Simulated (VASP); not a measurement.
LiH:

```
Li H
1.0
     0.00000    2.03675    2.03675
     2.03675    0.00000    2.03675
     2.03675    2.03675    0.00000
Li H
1 1
Direct
  0.00000 0.00000 0.00000
  0.50000 0.50000 0.50000
```

| Item | Value |
| --- | --- |
| Program | VASP 6.6.1 |
| Task | relaxation of cell and atoms |
| Functional | revPBE |
| Dispersion | D3(BJ) |
| Potentials or basis | VASP PAW PBE potentials, release 64 (Li_sv, H) |
| Cutoff | 600 eV |
| k mesh | 8 × 8 × 8 |
| Occupations | gaussian, width 0.01 eV |
| Spin | no spin polarisation |

At the start: pressure -6.5 GPa; volume 8.45 Å³/atom.

Task: How do energy, volume and symmetry change on relaxing?

Result: Over 6 steps the energy falls by 39.8 meV/atom and the volume is 6.79 Å³/atom (-19.6 %); space group Fm-3m (No. 225, to 0.05 Å).

The path:
```tsv
step	energy change (eV)	largest force (eV/Å)	pressure (GPa)	volume (Å³)
1	0.0000	0.0000	-6.54	16.90
2	-0.0313	0.0000	-5.50	16.07
3	-0.0742	0.0000	-2.21	14.35
4	-0.0093	0.0000	11.34	11.30
5	-0.0795	0.0000	-0.39	13.71
6	-0.0797	0.0000	0.00	13.59
```

Final structure:
```
CELL_PARAMETERS angstrom
0.00000 1.89389 1.89389
1.89389 0.00000 1.89389
1.89389 1.89389 0.00000
ATOMIC_POSITIONS crystal
Li 0.00000 0.00000 0.00000
H 0.50000 0.50000 0.50000
```

Caveat: the cutoff is under 1.25 times the usual one of these potentials, so pressure, stress and relaxed cells hold a basis-set (Pulay) error; the volume moved by over 15 % at a fixed basis, so the end points are rough; the PAW data sets were made with another functional, which shifts forces and pressure a little; the volume moved by -20 % from the deposited cell, more than functionals usually miss.
